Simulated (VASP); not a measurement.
# BAs (F-43m) in VASP: a series of runs, part 2 of 2

VASP 6.6.1. The steps go on from the part before.

## (6) Single point, PBE

This run uses another cell than the first one, of 13.09 Å³/atom.

Contents of INCAR:

```
SYSTEM = BAs
PREC = Accurate
ENCUT = 560
EDIFF = 1E-6
ISMEAR = 0
SIGMA = 0.01
LREAL = .FALSE.
LASPH = .TRUE.
NELM = 120
ALGO = Normal
ISIF = 2
LWAVE = .FALSE.
LCHARG = .FALSE.
GGA = PE
NBANDS = 16
GGA_COMPAT = .FALSE.
```

Contents of KPOINTS:

```
Automatic mesh
0
G
  10 10 10
  0 0 0
```

Contents of POSCAR:

```
BAs
1.0
    0.0000000000      2.3566540870      2.3566540870
    2.3566540870      0.0000000000      2.3566540870
    2.3566540870      2.3566540870      0.0000000000
B As
1 1
Direct
    0.0000000000      0.0000000000      0.0000000000
    0.7500000000      0.7500000000      0.7500000000
```

Potentials or basis: VASP PAW PBE potentials, release 64 (B, As_d).

The run is started by

```console
> cat potpaw_PBE.64/B/POTCAR potpaw_PBE.64/As_d/POTCAR > POTCAR
> mpirun -np 1 vasp_std > vasp.out
```

OUTCAR:

```text
SYSTEM = BAs
   PREC = Accurate
   ENCUT = 560
   EDIFF = 1E-6
   ISMEAR = 0
   LREAL = .FALSE.
   LASPH = .TRUE.
   NELM = 120
   ISIF = 2
   GGA = PE

 ion  position               nearest neighbor table
   1  0.000  0.000  0.000-   2 2.04   2 2.04   2 2.04   2 2.04
   2  0.750  0.750  0.750-   1 2.04   1 2.04   1 2.04   1 2.04

  LATTYP: Found a face centered cubic cell.
 ALAT       =     4.7133081740

  Lattice vectors:

 A1 = (   0.0000000000,   2.3566540870,   2.3566540870)
 A2 = (   2.3566540870,   0.0000000000,   2.3566540870)
 A3 = (   2.3566540870,   2.3566540870,   0.0000000000)

Analysis of symmetry for initial positions (statically):
=====================================================================
 Subroutine PRICEL returns:
 Original cell was already a primitive cell.

 Routine SETGRP: Setting up the symmetry group for a
 face centered cubic supercell.

 Subroutine GETGRP returns: Found 24 space group operations
 (whereof 24 operations were pure point group operations)
 out of a pool of 48 trial point group operations.

The static configuration has the point symmetry T_d .

Analysis of symmetry for dynamics (positions and initial velocities):
=====================================================================
 Subroutine PRICEL returns:
 Original cell was already a primitive cell.

 Routine SETGRP: Setting up the symmetry group for a
 face centered cubic supercell.

 Subroutine GETGRP returns: Found 24 space group operations
 (whereof 24 operations were pure point group operations)
 out of a pool of 48 trial point group operations.

The dynamic configuration has the point symmetry T_d .

 Subroutine INISYM returns: Found 24 space group operations
 (whereof 24 operations are pure point group operations),
 and found     1 'primitive' translations

----------------------------------------------------------------------------------------

[... 105 lines left out ...]
   EMIN   =  10.00;   EMAX   =-10.00  energy-range for DOS
   EFERMI =   0.00;   METHOD = LEGACY
   ISMEAR =     0;   SIGMA  =   0.01  broadening in eV -4-tet -1-fermi 0-gaus
   EFERMI_NEDOS =   21; number of points for ismear=-14 and -15
   IALGO  =     38    algorithm
   IMIX   =      4    mixing-type and parameters
     AMIX     =   0.40;   BMIX     =  1.00
     AMIX_MAG =   1.60;   BMIX_MAG =  1.00
  volume/ion in A,a.u.               =      13.09        88.33
  Fermi-wavevector in a.u.,A,eV,Ry     =   1.444973  2.730604 28.408256  2.087948
  Thomas-Fermi vector in A             =   2.563208
   LORBIT       =      0    0 simple, 1 ext, 2 COOP (PROOUT), +10 PAW based schemes
   GGA     = PE    functional components
   LHFCALC =     F    Hartree Fock is set to
   AEXX    =    0.0000 exact exchange contribution
   IVDW    =     0    specifies the selected vdW correction
   LEPSILON=     F    determine dielectric tensor
   LRPA    =     F    only Hartree local field effects (RPA)
 non-spin polarized calculation
 Gauss-broadening in eV      SIGMA  =   0.01
  energy-cutoff  :      560.00
  volume of cell :       26.18
 maximum number of plane-waves:       804
 NGX is ok and might be reduce to    28
   NGX = 13   NGY = 13   NGZ = 13

 number of electron      17.9999999 magnetization

 Free energy of the ion-electron system (eV)
  ---------------------------------------------------
  ext. energy  EPLUGINS =         0.00000000
  ---------------------------------------------------
  free energy    TOTEN  =       -11.40241056 eV

  energy without entropy =      -11.40241056  energy(sigma->0) =      -11.40241056

 E-fermi :   5.2655     XC(G=0): -11.3323

 val. band max:        5.1964573025   @ k =   0.0000   0.0000   0.0000
 cond. band min:       6.3406576596   @ k =   0.4000   0.4000   0.0000
 fundamental gap:      1.1442003572
 Fermi energy:         5.2655136820

 k-point     1 :       0.0000    0.0000    0.0000
  band No.  band energies     occupation
      1     -30.6344      2.00000
      2     -30.6344      2.00000
      3     -30.6344      2.00000
      4     -30.6070      2.00000
      5     -30.6070      2.00000
      6     -10.5769      2.00000
[... 433 lines left out ...]
      3     -30.6199      2.00000
      4     -30.6120      2.00000
      5     -30.6016      2.00000
      6      -7.8239      2.00000
[... 8 lines left out ...]
     15      21.5581      0.00000
     16      21.6610      0.00000

 [... further k-points ...]
[... 5 lines left out ...]
  --------------------------------------------------------------------------------------
  -------------------------------------------------------------------------------------
  Total        1.4279080      1.4279080      1.4279080      0.0000000     -0.0000000      0.0000000
  in kB       87.3963468     87.3963468     87.3963468      0.0000000     -0.0000000      0.0000000
  external PRESSURE =      87.3963468 kB  Pullay stress =       0.0000000 kB

 VOLUME and BASIS-vectors are now :
 -----------------------------------------------------------------------------
  energy-cutoff  :      560.00
  volume of cell :       26.18
      direct lattice vectors                 reciprocal lattice vectors
     0.000000000  2.356654087  2.356654087    -0.212165206  0.212165206  0.212165206
     2.356654087  0.000000000  2.356654087     0.212165206 -0.212165206  0.212165206
     2.356654087  2.356654087  0.000000000     0.212165206  0.212165206 -0.212165206

 POSITION                                       TOTAL-FORCE (eV/Angst)
 -----------------------------------------------------------------------------------
      0.00000      0.00000      0.00000        -0.000000      0.000000      0.000000
      3.53498      3.53498      3.53498         0.000000     -0.000000     -0.000000
 -----------------------------------------------------------------------------------
    total drift:                               -0.000001     -0.000001     -0.000001

  FREE ENERGIE OF THE ION-ELECTRON SYSTEM (eV)
  ---------------------------------------------------
  free  energy   TOTEN  =       -11.4024105555 eV

  energy  without entropy=      -11.4024105555  energy(sigma->0) =      -11.40241056
```

Wall time 21 s (1 thread of AMD EPYC 7R13 (Zen 3), shared host); peak memory 0.14 GiB.

What came out:

- Free energy: -11.4024 eV
- Pressure: 8.7 GPa
- Band gap on the k mesh: 1.14 eV (least direct gap 3.34 eV)

Caveat: the cell stands under pressure. A k mesh can miss the band edges.

## (7) The runs side by side

```tsv
potentials or basis	cell	cutoff (eV)	smearing	gap on the mesh (eV)	pressure (GPa)
VASP PAW PBE potentials, release 64 (B, As)	a = 3.378 Å, angles 60.0°, 2 atoms	520	gaussian 0.01 eV	1.18	3.4
VASP PAW PBE potentials, release 64 (B, As)	a = 3.423 Å, angles 60.0°, 2 atoms	520	gaussian 0.01 eV	1.22	-2.0
VASP PAW PBE potentials, release 64 (B, As)	a = 3.401 Å, angles 60.0°, 2 atoms	520	gaussian 0.02 eV	1.20	0.6
VASP PAW PBE potentials, release 64 (B, As)	a = 3.401 Å, angles 60.0°, 2 atoms	500	gaussian 0.01 eV	1.20	0.6
VASP PAW PBE potentials, release 64 (B, As_d)	a = 3.333 Å, angles 60.0°, 2 atoms	560	gaussian 0.01 eV	1.14	8.7
```

Alike in all rows: task single point; level PBE; no spin polarisation; k mesh 10 × 10 × 10.

Caveats: the cell stands under pressure (at least some runs).

Absolute energies hang on the potentials; compare differences alone.
